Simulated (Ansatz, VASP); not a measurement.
# Two plane-wave programs on NaGeF3

```
CELL_PARAMETERS angstrom
4.34764 0.00000 0.00000
0.00000 4.34764 0.00000
0.00000 0.00000 4.34764
ATOMIC_POSITIONS crystal
Na 0.00000 0.00000 0.00000
Ge 0.50000 0.50000 0.50000
F 0.50000 0.50000 0.00000
F 0.50000 0.00000 0.50000
F 0.00000 0.50000 0.50000
```

Alike in both runs: task single point; functional PBE; k mesh 4 × 4 × 4; occupations methfessel-paxton of order 1, width 0.05 eV; no spin polarisation.

```csv
,VASP,Ansatz
version,VASP 6.6.1,Ansatz 0.2.0
potentials or method,"VASP PAW PBE potentials, release 64 (Na_pv, Ge_d, F)",plane waves
plane-wave cutoff (eV),600,420
valence electrons in the cell,42,44
```

```tsv
	VASP	Ansatz	Ansatz less VASP
gap on the k mesh at the Fermi level (eV)	1.30	1.30	+0.003
pressure (GPa)	2.0	2.2	+0.14
```

VASP's potentials hold 42 valence electrons a cell and Ansatz's 44, so a difference there can come from the potentials and not from the codes.
